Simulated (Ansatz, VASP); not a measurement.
Two plane-wave programs on H

File INCAR:

```
SYSTEM = H
ALGO = Normal ; EDIFF = 1E-7
ENCUT = 520 ; GGA = PE
ISIF = 2 ; ISMEAR = 0
LASPH = .True. ; LCHARG = .False.
LREAL = .False. ; LWAVE = .False.
NBANDS = 8 ; NELM = 80
PREC = Accurate ; SIGMA = 0.05
```

Contents of KPOINTS:

```
k-points
0
Gamma
  8 8 8
  0 0 0
```

The input POSCAR:

```
H
1.0
   -1.8826906524      1.8270446232      2.2855640979
    1.8826906524     -1.8270446232      2.2855640979
    1.8826906524      1.8270446232     -2.2855640979
H
2
Direct
    0.9178910720      0.9178910720      0.0000000000
    0.0821089280      0.0821089280      0.0000000000
```

Input for Ansatz:

```yaml
crystal:
  lattice:
    - [-1.8826906524, 1.8270446232, 2.2855640979]
    - [1.8826906524, -1.8270446232, 2.2855640979]
    - [1.8826906524, 1.8270446232, -2.2855640979]
  atoms:
    - { symbol: H, position: [0.917891072, 0.917891072, 0.0] }
    - { symbol: H, position: [0.082108928, 0.082108928, 0.0] }
basis:
  ecutwfc: 420
kpoints:
  mp_grid: { grid: [8, 8, 8] }
hamiltonian:
  xc: pbe
scf:
  occupations: { method: gaussian, width: 0.05 }
output:
  forces: true
  stress: true
  eigenvalues: true
```

Change from the starting cell: strain +0.0150 x Voigt [1, -1, 0, 0, 0, 0], atoms carried along.

Alike in both runs: task single point; functional PBE; k mesh 8 × 8 × 8; occupations gaussian, width 0.05 eV; no spin polarisation.

|  | VASP | Ansatz |
| --- | --- | --- |
| version | VASP 6.6.1 | Ansatz 0.2.0 |
| potentials or method | VASP PAW PBE potentials, release 64 (H), cutoff 520 eV | scalar-relativistic, plane waves, PAW |
| valence electrons in the cell | 2 | 2 |

|  | VASP | Ansatz | Ansatz less VASP |
| --- | --- | --- | --- |
| gap on the k mesh at the Fermi level (eV) | 9.22 | 9.21 | -0.001 |
| least direct gap on the mesh (eV) | 9.71 | 9.71 | -0.001 |
| pressure (GPa) | -0.2 | 0.0 | +0.16 |
| rms of the force components (eV/Å) | 0.005 | 0.001 | -0.0038 |

Atom by atom the forces differ by 0.006 eV/Å (rms over components). The functional is the same, so the differences come from potentials, cutoffs and numerics.
